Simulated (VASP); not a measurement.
Wanted: the native input for a VASP 6.6.1 run.

| Quantity | Value |
| --- | --- |
| Task | single point |
| Functional | PBE |
| Potentials or basis | VASP PAW PBE potentials, release 64 (Si, Ge_d) |
| Cutoff | 520 eV |
| k mesh | 6 × 6 × 2 |
| Occupations | gaussian, width 0.1 eV |
| Spin | no spin polarisation |
| Dipole correction | no |
| Further INCAR settings | ALGO = Normal; EDIFF = 1e-06; NBANDS = 33 |

The structure of Si2Ge3 lies in POSCAR:

```
Si2Ge3
1.0
    2.7562108947      0.0000000000      0.0000000000
   -1.3781054473      2.3869486530      0.0000000000
    0.0000000000      0.0000000000     13.6432772854
Si Ge
2 3
Direct
    0.0000000000      0.0000000000      0.9043682978
    0.0000000000      0.0000000000      0.0956317022
    0.0000000000      0.0000000000      0.2935999253
    0.0000000000      0.0000000000      0.5000000000
    0.0000000000      0.0000000000      0.7064000747
```

These files were run (other wordings do the same):

INCAR

```
SYSTEM = Si2Ge3
  PREC = Accurate
  ENCUT = 520
  EDIFF = 1E-6
  ISMEAR = 0
  SIGMA = 0.1
  LREAL = .False.
  LASPH = .True.
  NELM = 80
  ALGO = Normal
  ISIF = 2
  LWAVE = .False.
  LCHARG = .True.
  GGA = PE
  LELF = .True.
  LVHAR = .True.
  NBANDS = 33
```

KPOINTS

```
regular mesh
0
Gamma
  6 6 2
  0 0 0
```

Potentials or basis: VASP PAW PBE potentials, release 64 (Si, Ge_d).

Command:

```bash
$ cat potpaw_PBE.64/Si/POTCAR potpaw_PBE.64/Ge_d/POTCAR > POTCAR
$ mpirun -np 1 vasp_std > vasp.out
```

Results of the run:

```yaml
Pressure: 0.1 GPa
Largest_force: 0.027 eV/Å
Band_gap_on_the_k_mesh: zero (bands 25 and 26 overlap by 7.99 eV)
```

Caveat: the k points lie up to 0.44 Å⁻¹ apart, too coarse for converged energies and pressures of a metal.

It took 69 s on 1 thread of Intel Xeon 8259CL (shared host), peak memory 0.2 GiB.
